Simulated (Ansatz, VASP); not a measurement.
# One calculation of SrCl2, two programs

File POSCAR:

```
SrCl2
1.0
    2.4567214836      1.4183888098      4.0153159317
   -2.4567214836      1.4183888098      4.0153159317
    0.0000000000     -2.8367776197      4.0153159316
Sr Cl
1 2
Direct
    0.0000000000      0.0000000000      0.0000000000
    0.2499511381      0.2499511381      0.2499511381
    0.7500488619      0.7500488619      0.7500488619
```

Contents of INCAR.step1:

```
SYSTEM = SrCl2
PREC = Accurate ; ENCUT = 550
ISMEAR = 0 ; SIGMA = 0.01
LREAL = .False. ; LASPH = .True.
NELM = 120 ; NBANDS = 19
GGA = PE ; ALGO = Normal
EDIFF = 1E-5 ; LWAVE = .True.
LCHARG = .False. ; GGA_COMPAT = .False.
```

The input INCAR.step2:

```
SYSTEM = SrCl2
PREC = Accurate ; ENCUT = 550
EDIFF = 1E-6 ; ISMEAR = 0
SIGMA = 0.01 ; LREAL = .False.
LASPH = .True. ; NELM = 120
ALGO = Normal ; ISIF = 2
LWAVE = .False. ; LCHARG = .True.
METAGGA = R2SCAN ; LMIXTAU = .True.
LUSE_VDW = .True. ; IVDW_NL = 2
BPARAM = 11.95 ; CPARAM = 0.0093
LELF = .True. ; LVHAR = .True.
NBANDS = 19 ; ISTART = 1
GGA_COMPAT = .False.
```

Contents of KPOINTS:

```
Automatic mesh
0
Gamma
  4 4 4
  0 0 0
```

Input for Ansatz:

```yaml
crystal:
  lattice:
    - [2.4567214836, 1.4183888098, 4.0153159317]
    - [-2.4567214836, 1.4183888098, 4.0153159317]
    - [0.0, -2.8367776197, 4.0153159316]
  atoms:
    - { symbol: Sr, position: [0.0, 0.0, 0.0] }
    - { symbol: Cl, position: [0.2499511381, 0.2499511381, 0.2499511381] }
    - { symbol: Cl, position: [0.7500488619, 0.7500488619, 0.7500488619] }
kpoints:
  mp_grid: { grid: [4, 4, 4] }
hamiltonian:
  xc: r2scan
  dispersion: rvv10
scf:
  occupations: { method: fixed }
  n_extra_bands: 4
output:
  forces: true
  stress: true
  eigenvalues: true
```

Alike in both runs: task single point; functional r2SCAN; dispersion rVV10; k mesh 4 × 4 × 4; no spin polarisation.

|  | VASP | Ansatz |
| --- | --- | --- |
| version | VASP 6.6.1 | Ansatz 0.2.0 |
| potentials or method | VASP PAW PBE potentials, release 64 (Sr_sv, Cl) | plane waves |
| plane-wave cutoff (eV) | 550 | 500 |
| occupations | gaussian, width 0.01 eV | fixed |
| valence electrons in the cell | 24 | 24 |

VASP gave:

| Property | Result |
| --- | --- |
| gap on the k mesh at the Fermi level (eV) | 5.86 |
| pressure (GPa) | 0.2 |

Q: Which values does Ansatz return?

A: gap on the k mesh at the Fermi level (eV): 5.87; pressure (GPa): 0.0.

VASP's potentials were made for PBE, not for r2SCAN.
